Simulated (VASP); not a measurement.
Sn, 1 atom in the cell. The structure is orthorhombic, space group Immm (No. 71). The conventional cell has a = 3.314 Å, b = 3.830 Å, c = 4.130 Å, α = 90.00°, β = 90.00°, γ = 90.00°. Within 4.3 Å of Sn (site symmetry mmm) lie 14 Sn at 3.27 to 4.13 Å. 

```yaml
Program: VASP 6.6.1
Task: electric field gradients
Functional: LDA
Potentials_or_basis: VASP PAW LDA potentials, release 64 (Sn_d)
Cutoff: 520 eV
k_mesh: 13 × 13 × 13
Occupations: fermi-dirac, width 0.08 eV
Spin: no spin polarisation
Dipole_correction: no
Further_INCAR_settings: ALGO = Normal; EDIFF = 1e-08; NBANDS = 13
```

Potentials or basis: VASP PAW LDA potentials, release 64 (Sn_d).

The run is started by

```console
$ cat potpaw_LDA.64/Sn_d/POTCAR > POTCAR
$ mpirun -np 1 vasp_std > vasp.out
```

Hardware: 1 thread of Intel(R) Xeon(R) 6975P-C (Granite Rapids) (shared host).

**Question.** How long does it take, and how much memory?

**Answer.** Wall time 22 s on 1 thread of Intel(R) Xeon(R) 6975P-C (Granite Rapids), on a shared host, peak memory 0.21 GiB. Counts: scf iterations 11, k points 343.
